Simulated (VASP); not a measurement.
Write the native input for VASP 6.6.1 that does the following.

```yaml
Task: single point
Functional: PBE
Potentials_or_basis: VASP PAW PBE potentials, release 64 (Zr_sv, Ti_sv, N)
Cutoff: 520 eV
k_mesh: 16 × 16 × 16
Occupations: gaussian, width 0.1 eV
Spin: no spin polarisation
Dipole_correction: no
Further_INCAR_settings: ALGO = Normal; EDIFF = 1e-06; NBANDS = 34
```

The structure of Zr2TiN3 lies in POSCAR:

```
Zr2TiN3
1.0
   -1.5936898000      1.5936898000      6.7437681000
    1.5936898000     -1.5936898000      6.7437681000
    1.5936898000      1.5936898000     -6.7437681000
Zr Ti N
2 1 3
Direct
    0.8390570000      0.8390570000      0.0000000000
    0.1609430000      0.1609430000      0.0000000000
    0.5000000000      0.5000000000      0.0000000000
    0.6640810000      0.6640810000      0.0000000000
    0.3359190000      0.3359190000      0.0000000000
    0.0000000000      0.0000000000      0.0000000000
```

One way to write it, as run:

INCAR

```
ALGO     = Normal         # electronic algorithm
EDIFF    = 1E-6           # SCF threshold, eV
ENCUT    = 520            # plane-wave cutoff, eV
GGA      = PE             # functional
ISIF     = 2              # what is computed and relaxed
ISMEAR   = 0              # smearing method
LASPH    = T              # aspherical terms in the spheres
LCHARG   = T              # write CHGCAR
LELF     = T              # ELF
LREAL    = F              # projectors in reciprocal space
LVHAR    = T            
LWAVE    = F              # write WAVECAR
NBANDS   = 34             # bands
NELM     = 100            # most SCF steps
PREC     = Accurate       # precision mode
SIGMA    = 0.1            # smearing width, eV
```

KPOINTS

```
k-points
0
Gamma
  16 16 16
```

Potentials or basis: VASP PAW PBE potentials, release 64 (Zr_sv, Ti_sv, N).

Command:

```console
$ cat potpaw_PBE.64/Zr_sv/POTCAR potpaw_PBE.64/Ti_sv/POTCAR potpaw_PBE.64/N/POTCAR > POTCAR
$ mpirun -np 1 vasp_std > vasp.out
```

It gave:

| Item | Value |
| --- | --- |
| Pressure | 0.3 GPa |
| Largest force | 0.014 eV/Å |

Wall time 30 min on 1 thread of Intel(R) Xeon(R) 6975P-C (Granite Rapids), with other jobs on the host, peak memory 0.94 GiB.
